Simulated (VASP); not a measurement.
## CdS (Greenockite): single point with PBE

The system is CdS (Greenockite).

```
Cd S
1.0
     4.15417    0.00000    0.00000
    -2.07708    3.59762    0.00000
     0.00000    0.00000    6.75986
Cd S
2 2
Direct
  0.33333 0.66667 0.99921
  0.66667 0.33333 0.49921
  0.33333 0.66667 0.37579
  0.66667 0.33333 0.87579
```

This cell differs from its parent crystal: volume scaled by 0.97, then relaxed in part.

| Item | Value |
| --- | --- |
| Program | VASP 6.6.1 |
| Task | single point |
| Functional | PBE |
| Potentials or basis | VASP PAW PBE potentials, release 64 (Cd, S) |
| Cutoff | 520 eV |
| k mesh | 9 × 9 × 4 |
| Occupations | gaussian, width 0.02 eV |
| Spin | no spin polarisation |
| Dipole correction | no |
| Further INCAR settings | ALGO = Normal; EDIFF = 1e-06; NBANDS = 26 |

```
Pressure               : 2.1 GPa
Band gap on the k mesh : 1.19 eV, direct
```

Forces in eV/Å, atoms in the order of the input:
```
Cd   0.000  0.000  0.002
Cd   0.000  0.000  0.002
S    0.000  0.000 -0.002
S    0.000  0.000 -0.002
```

Levels at points of the mesh, in eV from the valence-band top:
```
           k point  band 14  band 15  band 16  band 17  band 18  band 19  band 20  band 21  band 22  band 23
(0.00, 0.00, 0.00)    -0.74    -0.74    -0.04     0.00     0.00     1.19     2.78     6.48     6.48     6.78
(0.00, 0.00, 0.50)    -2.43    -0.38    -0.38    -0.38    -0.38     2.83     2.83     6.17     6.17     6.83
```

Wall time 47 s on 1 thread of Intel(R) Xeon(R) Platinum 8488C (Sapphire Rapids) (shared host), peak memory 0.25 GiB.
